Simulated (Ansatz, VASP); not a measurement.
Nb in VASP and in Ansatz

The input INCAR:

```
ALGO = Normal
EDIFF = 1E-6
ENCUT = 520
GGA = CA
ISIF = 2
ISMEAR = -1
ISPIN = 2
LASPH = T
LCHARG = F
LMAXMIX = 4
LORBIT = 11
LREAL = F
LWAVE = F
MAGMOM = 1
NBANDS = 16
NELM = 150
PREC = Accurate
SIGMA = 0.05
```

File KPOINTS:

```
k-points
0
Gamma
  22 22 22
```

The input POSCAR:

```
Nb
1.0
   -1.6849969154      1.6849969154      1.6849969154
    1.6849969154     -1.6849969154      1.6849969154
    1.6849969154      1.6849969154     -1.6849969154
Nb
1
Direct
    0.0000000000      0.0000000000      0.0000000000
```

Input for Ansatz:

```yaml
crystal:
  lattice:
    - [-1.6849969154, 1.6849969154, 1.6849969154]
    - [1.6849969154, -1.6849969154, 1.6849969154]
    - [1.6849969154, 1.6849969154, -1.6849969154]
  atoms:
    - { symbol: Nb, position: [0.0, 0.0, 0.0], spin: 1.0 }
hamiltonian:
  xc: lda
  pseudopotentials:
    kind: paw
    azcp:
      Nb: "pseudopotentials/Nb.paw.azcp"
basis:
  ecutwfc: 420
  fft_grid_basis: typed
kpoints:
  mp_grid: { grid: [22, 22, 22], shift: [0, 0, 0] }
magnetization:
  spin_polarized: true
scf:
  occupations: { method: fermi_dirac, width: 0.05 }
output:
  stress: true
```

Alike in both runs: task single point; functional LDA; k mesh 22 × 22 × 22; occupations fermi-dirac, width 0.05 eV; collinear spin.

|  | VASP | Ansatz |
| --- | --- | --- |
| version | VASP 6.6.1 | Ansatz 0.2.0 |
| potentials or method | VASP PAW LDA potentials, release 64 (Nb_sv), cutoff 520 eV | plane waves (420 eV) with PAW, scalar-relativistic |
| valence electrons in the cell | 13 | 13 |

VASP gave:

* pressure (GPa): -17.4
* net moment per atom (μB): 0.00

**Question.** Which values does Ansatz return?

**Answer.** Pressure (GPa): -17.2; net moment per atom (μB): 0.00.

Ansatz warns that its potentials were made for another functional, while VASP's fit it. LDA's correlation is that of Perdew and Zunger in VASP and of Perdew and Wang (1992) in Ansatz. Ansatz's warnings: seeded moment not kept.
